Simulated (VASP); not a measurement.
Wanted: the native input for a VASP 6.6.1 run.

- Task: single point
- Functional: r2SCAN
- Potentials or basis: VASP PAW PBE potentials, release 64 (Zn, O)
- Cutoff: 520 eV
- k mesh: 12 × 12 × 6
- Occupations: gaussian, width 0.02 eV
- Spin: no spin polarisation
- Dipole correction: no
- Further INCAR settings: ALGO = Normal; EDIFF = 1e-07; NBANDS = 26

ZnO:

```
Zn O
1.0
     3.17017    0.00000    0.00000
    -1.58509    2.74545    0.00000
     0.00000    0.00000    5.27486
Zn O
2 2
Direct
  0.66667 0.33333 0.50043
  0.33333 0.66667 0.00043
  0.66667 0.33333 0.87988
  0.33333 0.66667 0.37988
```

This cell differs from its parent crystal: biaxial strain in the a-b plane: -2.0 %.

One way to write it, as run:

POSCAR

```
ZnO
1.0
    3.1701718310      0.0000000000      0.0000000000
   -1.5850859155      2.7454493400      0.0000000000
    0.0000000000      0.0000000000      5.2748592767
Zn O
2 2
Direct
    0.6666666667      0.3333333333      0.5004294475
    0.3333333333      0.6666666667      0.0004294475
    0.6666666667      0.3333333333      0.8798805525
    0.3333333333      0.6666666667      0.3798805525
```

INCAR.step1

```
SYSTEM = ZnO
PREC = Accurate
ENCUT = 520
ISMEAR = 0
SIGMA = 0.02
LREAL = .FALSE.
LASPH = .TRUE.
NELM = 60
NBANDS = 26
GGA = PE
ALGO = Normal
EDIFF = 1E-4
LWAVE = .TRUE.
LCHARG = .FALSE.
```

INCAR.step2

```
SYSTEM = ZnO
PREC = Accurate
ENCUT = 520
EDIFF = 1E-7
ISMEAR = 0
SIGMA = 0.02
LREAL = .FALSE.
LASPH = .TRUE.
NELM = 60
ALGO = Normal
ISIF = 2
LWAVE = .FALSE.
LCHARG = .TRUE.
METAGGA = R2SCAN
LMIXTAU = .TRUE.
LELF = .TRUE.
LVHAR = .TRUE.
NBANDS = 26
ISTART = 1
```

KPOINTS

```
Automatic mesh
0
G
  12 12 6
  0 0 0
```

Potentials or basis: VASP PAW PBE potentials, release 64 (Zn, O).

Command:

```bash
$ cat potpaw_PBE.64/Zn/POTCAR potpaw_PBE.64/O/POTCAR > POTCAR
$ cp INCAR.step1 INCAR
$ mpirun -np 1 vasp_std > vasp.out
$ cp INCAR.step2 INCAR
$ mpirun -np 1 vasp_std > vasp.out
```

It gave:

```
Pressure               : 5.9 GPa
Largest force          : 0.316 eV/Å
Band gap on the k mesh : 1.22 eV, direct
```

Caveat: the cell differs from its parent crystal (biaxial strain in the a-b plane: -2.0 %); the PAW data sets were made with another functional, which shifts forces and pressure a little.

Wall time 3.5 min on 1 thread of Intel(R) Xeon(R) Platinum 8259CL CPU @ 2.50GHz (Skylake/Cascade Lake), with other jobs on the host, peak memory 0.22 GiB.
